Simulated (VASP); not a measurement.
Write the native input for VASP 6.6.1 that does the following.

```
Task                   : single point
Functional             : PBE
Potentials or basis    : VASP PAW PBE potentials, release 64 (Eu, Al, Ga_d)
Cutoff                 : 520 eV
k mesh                 : 4 × 4 × 4
Occupations            : gaussian, width 0.1 eV
Spin                   : collinear spin, ferromagnetic start
Starting moments       : [7.0, 7.0, 7.0, 0.0, 0.0] μB
Dipole correction      : no
Further INCAR settings : ALGO = Normal; EDIFF = 1e-06; NBANDS = 46
```

The structure of Eu3AlGa lies in POSCAR:

```
Eu3AlGa
1.0
    5.0608941300      0.0000000000      0.0000000000
    0.0000000000      5.0608941300      0.0000000000
    0.0000000000      0.0000000000      5.0608941300
Eu Al Ga
3 1 1
Direct
    0.0000000000      0.5000000000      0.5000000000
    0.5000000000      0.0000000000      0.5000000000
    0.5000000000      0.5000000000      0.0000000000
    0.0000000000      0.0000000000      0.0000000000
    0.5000000000      0.5000000000      0.5000000000
```

The cell was built from a structure type or drawn by symmetry, and may not be a known phase.

The input as run:

INCAR

```
SYSTEM = Eu3AlGa
ALGO     = Normal         ! electronic algorithm
EDIFF    = 1E-6           ! SCF threshold, eV
ENCUT    = 520            ! plane-wave cutoff, eV
GGA      = PE             ! functional
ISIF     = 2              ! what is computed and relaxed
ISMEAR   = 0              ! smearing method
ISPIN    = 2              ! spin polarisation
LASPH    = .True.         ! aspherical terms in the spheres
LCHARG   = .False.        ! write CHGCAR
LMAXMIX  = 6              ! l up to which the mixer works
LORBIT   = 11             ! projections on sites
LREAL    = .False.        ! projectors in reciprocal space
LWAVE    = .False.        ! write WAVECAR
MAGMOM   = 7 7 7 0 0      ! initial moments
NBANDS   = 46             ! bands
NELM     = 150            ! most SCF steps
PREC     = Accurate       ! precision mode
SIGMA    = 0.1            ! smearing width, eV
```

KPOINTS

```
k-points
0
Gamma
  4 4 4
  0 0 0
```

Potentials or basis: VASP PAW PBE potentials, release 64 (Eu, Al, Ga_d).

The run is started by

```sh
$ cat potpaw_PBE.64/Eu/POTCAR potpaw_PBE.64/Al/POTCAR potpaw_PBE.64/Ga_d/POTCAR > POTCAR
$ mpirun -np 1 vasp_std > vasp.out
```

It gave:

```json
{"Pressure": "17.9 GPa", "Net moment": "22.74 μB per cell", "Site moments": "Eu +6.68; Al +0.04; Ga +0.23 μB", "Valence electrons inside the program's atomic spheres": "Eu 14.92; Al 0.75; Ga 12.25"}
```

Caveat: the highest band is partly filled, so the run has too few bands; the cell stands under pressure.

Wall time 18 min on 1 thread of Intel(R) Xeon(R) Platinum 8375C CPU @ 2.90GHz (Ice Lake), with other jobs on the host, peak memory 0.37 GiB.
